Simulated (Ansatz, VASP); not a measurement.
## Al in VASP and in Ansatz

```
Al
1.0
     0.00000    2.02398    2.02398
     2.02398    0.00000    2.02398
     2.02398    2.02398    0.00000
Al
1
Cartesian
  0.0000 0.0000 0.0000
```

Alike in both runs: task single point; functional PBEsol; k mesh 14 × 14 × 14; no spin polarisation.

```csv
,VASP,Ansatz
version,VASP 6.6.1,Ansatz 0.2.0
potentials or method,"VASP PAW PBE potentials, release 64 (Al), cutoff 520 eV","all-electron LAPW, scalar-relativistic"
occupations,tetrahedron,tetrahedron-uncorrected
```

|  | VASP | Ansatz | Ansatz less VASP |
| --- | --- | --- | --- |
| gap on the k mesh at the Fermi level (eV) | none | none | - |
| pressure (GPa) | -2.1 | -2.2 | -0.04 |

VASP's potentials were made for PBE, not for PBEsol. A gap of «none» marks a metal or a gap that the smearing closes. Ansatz ran all-electron here, and VASP with PAW potentials. Ansatz's warnings: band table not solved further.
